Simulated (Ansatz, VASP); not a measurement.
**One calculation of Au, two programs**

```xyz
1
Lattice="0.0000 2.0418 2.0418 2.0418 0.0000 2.0418 2.0418 2.0418 0.0000" Properties=species:S:1:pos:R:3 pbc="T T T"
Au    0.0000    0.0000    0.0000
```

Change from the starting cell: volume scaled by 1, PAW files.

Alike in both runs: task single point; functional PBEsol; k mesh 18 × 18 × 18; occupations fermi-dirac, width 0.08 eV; no spin polarisation.

|  | VASP | Ansatz |
| --- | --- | --- |
| version | VASP 6.6.1 | Ansatz 0.2.0 |
| potentials or method | VASP PAW PBE potentials, release 64 (Au) | PAW with Ansatz's default frozen-core files, scalar-relativistic |
| plane-wave cutoff (eV) | 520 | 420 |
| valence electrons in the cell | 11 | 19 |

VASP gave:

| Item | Value |
| --- | --- |
| pressure (GPa) | -0.3 |

Task: Estimate Ansatz's values.

Result: Pressure (GPa): 0.0.

VASP's potentials were made for PBE, not for PBEsol. VASP's potentials hold 11 valence electrons a cell and Ansatz's 19, so a difference there can come from the potentials and not from the codes.

Spin-orbit coupling is off throughout.
